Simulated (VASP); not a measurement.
Input of a VASP 6.6.1 run:

The input INCAR:

```
PREC = Accurate ; ENCUT = 520
EDIFF = 1E-7 ; ISMEAR = 0
SIGMA = 0.1 ; LREAL = F
LASPH = T ; NELM = 80
ALGO = Normal ; ISIF = 2
LWAVE = F ; LCHARG = F
GGA = PE ; NBANDS = 46
```

Contents of KPOINTS:

```
Automatic mesh
0
Gamma
  4 4 4
```

The input POSCAR:

```
In3GaAs4
1.0
    6.0773631000      0.0000000000      0.0000000000
    0.0000000000      6.0773631000      0.0000000000
    0.0000000000      0.0000000000      6.0773631000
In Ga As
3 1 4
Direct
    0.5000000000      0.0000000000      0.0000000000
    0.0000000000      0.0000000000      0.5000000000
    0.0000000000      0.5000000000      0.0000000000
    0.5000000000      0.5000000000      0.5000000000
    0.2600610000      0.7399390000      0.2600610000
    0.2600610000      0.2600610000      0.7399390000
    0.7399390000      0.7399390000      0.7399390000
    0.7399390000      0.2600610000      0.2600610000
```

Potentials or basis: VASP PAW PBE potentials, release 64 (In_d, Ga_d, As).

Run with:

```bash
$ cat potpaw_PBE.64/In_d/POTCAR potpaw_PBE.64/Ga_d/POTCAR potpaw_PBE.64/As/POTCAR > POTCAR
$ mpirun -np 1 vasp_std > vasp.out
```

Q: Predict the largest force.

A: 0.005 eV/Å.

Q: Estimate the band gap on the k mesh.

A: Zero (filled and empty bands touch).

Q: What does it give for the pressure?

A: 0.1 GPa.

Forces on the atoms (eV/Å):
```
In   0.000  0.000  0.000
In   0.000  0.000  0.000
In   0.000  0.000  0.000
Ga   0.000  0.000  0.000
As  -0.003  0.003 -0.003
As  -0.003 -0.003  0.003
As   0.003  0.003  0.003
As   0.003 -0.003 -0.003
```

Caveat: spin-orbit coupling is left out, which moves the levels of the heavy elements.
